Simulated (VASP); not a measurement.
# K4Ru (Pm-3m) in VASP: relaxation of cell and atoms with PBE

Aim: the relaxation of cell and atoms of K4Ru with PBE.

Program: VASP 6.6.1. These are calculated values, not measurements. Logs are shortened: lines on timing, memory, paths and dates and some standing lists are left out, and cuts for length are marked.

## (1) The cell of the first run

The structure is cubic, space group Pm-3m (No. 221). Conventional cell: a = 5.670 Å, b = 5.670 Å, c = 5.670 Å, α = 90.00°, β = 90.00°, γ = 90.00°. K (site symmetry 4/mmm) has 2 Ru at 2.84 Å within 3.7 Å. K (site symmetry m-3m) has 12 K at 4.01 Å and 8 Ru at 4.91 Å within 5.3 Å. Within 3.7 Å of Ru (site symmetry m-3m) lie 6 K at 2.84 Å.

The cell was built from a structure type or drawn by symmetry, and may not be a known phase.

## (2) Relaxation of cell and atoms, PBE

INCAR

```
PREC = Accurate ; ENCUT = 600
EDIFF = 1E-7 ; ISMEAR = 0
SIGMA = 0.1 ; LREAL = False
LASPH = True ; NELM = 120
ALGO = Normal ; ISIF = 3
LWAVE = False ; LCHARG = False
GGA = PE ; IBRION = 2
NSW = 90 ; EDIFFG = -0.04
GGA_COMPAT = False ; NELMIN = 4
```

KPOINTS

```
Automatic mesh
0
Gamma
  4 4 4
```

POSCAR

```
K4Ru
1.0
    5.6700249500      0.0000000000      0.0000000000
    0.0000000000      5.6700249500      0.0000000000
    0.0000000000      0.0000000000      5.6700249500
K Ru
4 1
Direct
    0.5000000000      0.0000000000      0.0000000000
    0.0000000000      0.5000000000      0.0000000000
    0.0000000000      0.0000000000      0.5000000000
    0.5000000000      0.5000000000      0.5000000000
    0.0000000000      0.0000000000      0.0000000000
```

Potentials or basis: VASP PAW PBE potentials, release 64 (K_sv, Ru_sv).

Launch:

```console
cat potpaw_PBE.64/K_sv/POTCAR potpaw_PBE.64/Ru_sv/POTCAR > POTCAR
mpirun -np 1 vasp_std > vasp.out
```

OUTCAR:

```text
PREC = Accurate
   ENCUT = 600
   EDIFF = 1E-7
   ISMEAR = 0
   LREAL = False
   LASPH = True
   NELM = 120
   ISIF = 3
   GGA = PE
   IBRION = 2
   NSW = 90
   EDIFFG = -0.04
   NELMIN = 4

 ion  position               nearest neighbor table
   1  0.500  0.000  0.000-   5 2.84   5 2.84
   2  0.000  0.500  0.000-   5 2.84   5 2.84
   3  0.000  0.000  0.500-   5 2.84   5 2.84
   4  0.500  0.500  0.500-
   5  0.000  0.000  0.000-   1 2.84   2 2.84   3 2.84   3 2.84   2 2.84   1 2.84

  LATTYP: Found a simple cubic cell.
 ALAT       =     5.6700249500

  Lattice vectors:

 A1 = (   5.6700249500,   0.0000000000,   0.0000000000)
 A2 = (   0.0000000000,   5.6700249500,   0.0000000000)
 A3 = (   0.0000000000,   0.0000000000,   5.6700249500)

Analysis of symmetry for initial positions (statically):
=====================================================================
 Subroutine PRICEL returns:
 Original cell was already a primitive cell.

 Routine SETGRP: Setting up the symmetry group for a
 simple cubic supercell.

 Subroutine GETGRP returns: Found 48 space group operations
 (whereof 48 operations were pure point group operations)
 out of a pool of 48 trial point group operations.

The static configuration has the point symmetry O_h .

Analysis of symmetry for dynamics (positions and initial velocities):
=====================================================================
 Subroutine PRICEL returns:
 Original cell was already a primitive cell.

 Routine SETGRP: Setting up the symmetry group for a
 simple cubic supercell.

 Subroutine GETGRP returns: Found 48 space group operations
 (whereof 48 operations were pure point group operations)
 out of a pool of 48 trial point group operations.

The dynamic configuration has the point symmetry O_h .

 Subroutine INISYM returns: Found 48 space group operations
 (whereof 48 operations are pure point group operations),
 and found     1 'primitive' translations

----------------------------------------------------------------------------------------

                                     Primitive cell

  volume of cell :     182.2867

  direct lattice vectors                    reciprocal lattice vectors
     5.670024950  0.000000000  0.000000000     0.176366067  0.000000000  0.000000000
     0.000000000  5.670024950  0.000000000     0.000000000  0.176366067  0.000000000
     0.000000000  0.000000000  5.670024950     0.000000000  0.000000000  0.176366067

  length of vectors
     5.670024950  5.670024950  5.670024950     0.176366067  0.176366067  0.176366067

  position of ions in fractional coordinates (direct lattice)
     0.500000000  0.000000000  0.000000000
     0.000000000  0.500000000  0.000000000
     0.000000000  0.000000000  0.500000000
     0.500000000  0.500000000  0.500000000
     0.000000000  0.000000000  0.000000000

  ion indices of the primitive-cell ions
   primitive index   ion index
                 1           1
                 2           2
                 3           3
                 4           4
                 5           5

----------------------------------------------------------------------------------------

 KPOINTS: Automatic mesh

Automatic generation of k-mesh.
 Grid dimensions read from file:
 generate k-points for:    4    4    4

 Generating k-lattice:

  Cartesian coordinates                     Fractional coordinates (reciprocal lattice)
     0.044091517  0.000000000  0.000000000     0.250000000  0.000000000  0.000000000
     0.000000000  0.044091517  0.000000000     0.000000000  0.250000000  0.000000000
     0.000000000  0.000000000  0.044091517     0.000000000  0.000000000  0.250000000

  Length of vectors
     0.044091517  0.044091517  0.044091517

  Shift w.r.t. Gamma in fractional coordinates (k-lattice)
     0.000000000  0.000000000  0.000000000

 Subroutine IBZKPT returns following result:
 ===========================================

 Found     10 irreducible k-points:

 Following reciprocal coordinates:
            Coordinates               Weight
  0.000000  0.000000  0.000000      1.000000
  0.250000  0.000000  0.000000      6.000000
  0.500000  0.000000  0.000000      3.000000
  0.250000  0.250000  0.000000     12.000000
  0.500000  0.250000  0.000000     12.000000
  0.500000  0.500000  0.000000      3.000000
  0.250000  0.250000  0.250000      8.000000
  0.500000  0.250000  0.250000     12.000000
  0.500000  0.500000  0.250000      6.000000
  0.500000  0.500000  0.500000      1.000000
   k-points           NKPTS =     10   k-points in BZ     NKDIM =     10   number of bands    NBANDS=     31
   number of dos      NEDOS =    301   number of ions     NIONS =      5
   total plane-waves  NPLWV = 110592
   dimension x,y,z NGX =    48 NGY =   48 NGZ =   48
   dimension x,y,z NGXF=    96 NGYF=   96 NGZF=   96
   ions per type =               4   1
   NGX,Y,Z   is equivalent  to a cutoff of  14.07, 14.07, 14.07 a.u.
   NGXF,Y,Z  is equivalent  to a cutoff of  28.15, 28.15, 28.15 a.u.
 SYSTEM =  unknown system
   PREC   = accura    normal or accurate (medium, high low for compatibility)
   ISTART =      0    job   : 0-new  1-cont  2-samecut
   ICHARG =      2    charge: 1-file 2-atom 10-const
   ISPIN  =      1    spin polarized calculation?
   LNONCOLLINEAR =      F non collinear calculations
   LSORBIT =      F    spin-orbit coupling
   LASPH  =      T    aspherical Exc in radial PAW
   ENCUT  =  600.0 eV  44.10 Ry    6.64 a.u.  11.32 11.32 11.32*2*pi/ulx,y,z
   NELM   =    120;   NELMIN=  4; NELMDL= -5     # of ELM steps
   EDIFF  = 0.1E-06   stopping-criterion for ELM
   LREAL  =      F    real-space projection
   EDIFFG = -.4E-01   stopping-criterion for IOM
   NSW    =     90    number of steps for IOM
   IBRION =      2    ionic relax: 0-MD 1-quasi-New 2-CG
   NFREE  =      1    steps in history (QN), initial steepest desc. (CG)
   ISIF   =      3    stress and relaxation
   ISYM   =      2    0-nonsym 1-usesym 2-fastsym
   POTIM  = 0.5000    time-step for ionic-motion
   TEBEG  =    0.0;   TEEND  =   0.0 temperature during run
   PSTRESS=    0.0 pullay stress
   NELECT =      52.0000    total number of electrons
   NUPDOWN=      -1.0000    fix difference up-down
   EMIN   =  10.00;   EMAX   =-10.00  energy-range for DOS
   EFERMI =   0.00;   METHOD = LEGACY
   ISMEAR =     0;   SIGMA  =   0.10  broadening in eV -4-tet -1-fermi 0-gaus
   EFERMI_NEDOS =   21; number of points for ismear=-14 and -15
   IALGO  =     38    algorithm
   IMIX   =      4    mixing-type and parameters
     AMIX     =   0.40;   BMIX     =  1.00
     AMIX_MAG =   1.60;   BMIX_MAG =  1.00
  volume/ion in A,a.u.               =      36.46       246.03
  Fermi-wavevector in a.u.,A,eV,Ry     =   1.077683  2.036525 15.801811  1.161400
  Thomas-Fermi vector in A             =   2.213601
   LORBIT       =      0    0 simple, 1 ext, 2 COOP (PROOUT), +10 PAW based schemes
   GGA     = PE    functional components
   LHFCALC =     F    Hartree Fock is set to
   AEXX    =    0.0000 exact exchange contribution
   IVDW    =     0    specifies the selected vdW correction
   LEPSILON=     F    determine dielectric tensor
   LRPA    =     F    only Hartree local field effects (RPA)
 conjugate gradient relaxation of ions
 non-spin polarized calculation
 Gauss-broadening in eV      SIGMA  =   0.10
  energy-cutoff  :      600.00
  volume of cell :      182.29
 maximum number of plane-waves:      6106
 NGX is ok and might be reduce to    48
   NGX = 23   NGY = 23   NGZ = 23

--------------------------------------- Ionic step        1  -------------------------------------------

 number of electron      52.0000003 magnetization

 Free energy of the ion-electron system (eV)
  ---------------------------------------------------
  ext. energy  EPLUGINS =         0.00000000
  ---------------------------------------------------
  free energy    TOTEN  =        -8.18321127 eV

  energy without entropy =       -8.14455855  energy(sigma->0) =       -8.16388491

------------------------ aborting loop because EDIFF is reached ----------------------------------------

  FORCE on cell =-STRESS in cart. coord.  units (eV):
  Direction    XX          YY          ZZ          XY          YZ          ZX
  --------------------------------------------------------------------------------------
  -------------------------------------------------------------------------------------
  Total        4.5954398      4.5954398      4.5954398      0.0000000     -0.0000000      0.0000000
  in kB       40.3908278     40.3908278     40.3908278      0.0000000     -0.0000000      0.0000000
  external PRESSURE =      40.3908278 kB  Pullay stress =       0.0000000 kB

 VOLUME and BASIS-vectors are now :
 -----------------------------------------------------------------------------
  energy-cutoff  :      600.00
  volume of cell :      182.29
      direct lattice vectors                 reciprocal lattice vectors
     5.670024950  0.000000000  0.000000000     0.176366067  0.000000000  0.000000000
     0.000000000  5.670024950  0.000000000     0.000000000  0.176366067  0.000000000
     0.000000000  0.000000000  5.670024950     0.000000000  0.000000000  0.176366067

 POSITION                                       TOTAL-FORCE (eV/Angst)
 -----------------------------------------------------------------------------------
      2.83501      0.00000      0.00000         0.000000      0.000000      0.000000
      0.00000      2.83501      0.00000         0.000000      0.000000      0.000000
      0.00000      0.00000      2.83501         0.000000      0.000000      0.000000
      2.83501      2.83501      2.83501         0.000000      0.000000      0.000000
      0.00000      0.00000      0.00000         0.000000      0.000000      0.000000
 -----------------------------------------------------------------------------------
    total drift:                                0.000000     -0.000000      0.000000

  FREE ENERGIE OF THE ION-ELECTRON SYSTEM (eV)
  ---------------------------------------------------
  free  energy   TOTEN  =        -8.1832112696 eV
[... 65 lines left out ...]
 POSITION                                       TOTAL-FORCE (eV/Angst)
 -----------------------------------------------------------------------------------
      3.10509     -0.00000      0.00000         0.000000      0.000000      0.000000
      0.00000      3.10509      0.00000         0.000000      0.000000      0.000000
     -0.00000     -0.00000      3.10509        -0.000000     -0.000000      0.000000
      3.10509      3.10509      3.10509        -0.000000     -0.000000      0.000000
      0.00000      0.00000      0.00000         0.000000      0.000000      0.000000
 -----------------------------------------------------------------------------------
    total drift:                                0.000000     -0.000000      0.000000

  FREE ENERGIE OF THE ION-ELECTRON SYSTEM (eV)
  ---------------------------------------------------
  free  energy   TOTEN  =        -8.8488746329 eV

  energy  without entropy=       -8.8010905717  energy(sigma->0) =       -8.82498260

--------------------------------------- Ionic step        4  -------------------------------------------

 number of electron      51.9999973 magnetization

 Free energy of the ion-electron system (eV)
  ---------------------------------------------------
  ext. energy  EPLUGINS =         0.00000000
  ---------------------------------------------------
  free energy    TOTEN  =        -8.86418975 eV

  energy without entropy =       -8.81425221  energy(sigma->0) =       -8.83922098

 E-fermi :   0.6738     XC(G=0):  -6.6088

 val. band max:        0.6412921254   @ k =   0.5000   0.5000   0.0000
 cond. band min:       0.6773837264   @ k =   0.5000   0.0000   0.0000
 fundamental gap:      0.0360916010
 Fermi energy:         0.6738151989

 k-point     1 :       0.0000    0.0000    0.0000
  band No.  band energies     occupation
      1     -70.0092      2.00000
      2     -40.0850      2.00000
      3     -40.0850      2.00000
      4     -40.0850      2.00000
      5     -31.7005      2.00000
      6     -30.3108      2.00000
[... 23 lines left out ...]
     30       2.5299      0.00000
     31       2.5299      0.00000
[... 317 lines left out ...]
 VOLUME and BASIS-vectors are now :
 -----------------------------------------------------------------------------
  energy-cutoff  :      600.00
  volume of cell :      250.27
      direct lattice vectors                 reciprocal lattice vectors
     6.301897097 -0.000000000  0.000000000     0.158682375 -0.000000000  0.000000000
     0.000000000  6.301897097  0.000000000     0.000000000  0.158682375  0.000000000
    -0.000000000 -0.000000000  6.301897097    -0.000000000 -0.000000000  0.158682375

 POSITION                                       TOTAL-FORCE (eV/Angst)
 -----------------------------------------------------------------------------------
      3.15095     -0.00000      0.00000         0.000000      0.000000      0.000000
      0.00000      3.15095      0.00000         0.000000      0.000000      0.000000
     -0.00000     -0.00000      3.15095        -0.000000     -0.000000      0.000000
      3.15095      3.15095      3.15095        -0.000000     -0.000000      0.000000
      0.00000      0.00000      0.00000         0.000000      0.000000      0.000000
 -----------------------------------------------------------------------------------
    total drift:                                0.000000     -0.000000      0.000000

  FREE ENERGIE OF THE ION-ELECTRON SYSTEM (eV)
  ---------------------------------------------------
  free  energy   TOTEN  =        -8.8641897493 eV

  energy  without entropy=       -8.8142522124  energy(sigma->0) =       -8.83922098

 reached required accuracy - stopping structural energy minimisation
```

Wall time 4.6 min (1 thread of AMD EPYC 7R13 (Zen 3), shared host); peak memory 0.33 GiB.

What came out:

```yaml
Free_energy: -8.8642 eV
Relaxed_volume: 50.05 Å³/atom
Relaxed_cell: a = 6.302 Å, b = 6.302 Å, c = 6.302 Å, α = 90.00°, β = 90.00°, γ = 90.00°
Space_group_after_relaxing_to_0.1_Å: Pm-3m (No. 221)
Energy_gained_by_relaxing: 136.2 meV/atom
Ionic_steps: 4
Pressure_after_relaxing: 0.1 GPa
Band_gap_on_the_k_mesh: zero (bands 26 and 27 overlap by 0.06 eV)
```

Step by step:
```
step  energy change (eV)  largest force (eV/Å)  pressure (GPa)  volume (Å³)
   1              0.0000                0.0000            4.04       182.29
   2             -0.4539                0.0000            1.90       207.63
   3             -0.6657                0.0000            0.40       239.50
   4             -0.6810                0.0000            0.07       250.27
```

Final structure:
```
K Ru
1.0
     6.30190    0.00000    0.00000
     0.00000    6.30190    0.00000
     0.00000    0.00000    6.30190
K Ru
4 1
Direct
  0.50000 0.00000 0.00000
  0.00000 0.50000 0.00000
  0.00000 0.00000 0.50000
  0.50000 0.50000 0.50000
  0.00000 0.00000 0.00000
```

Caveat: the volume moved by over 15 % at a fixed basis, so the end points are rough.
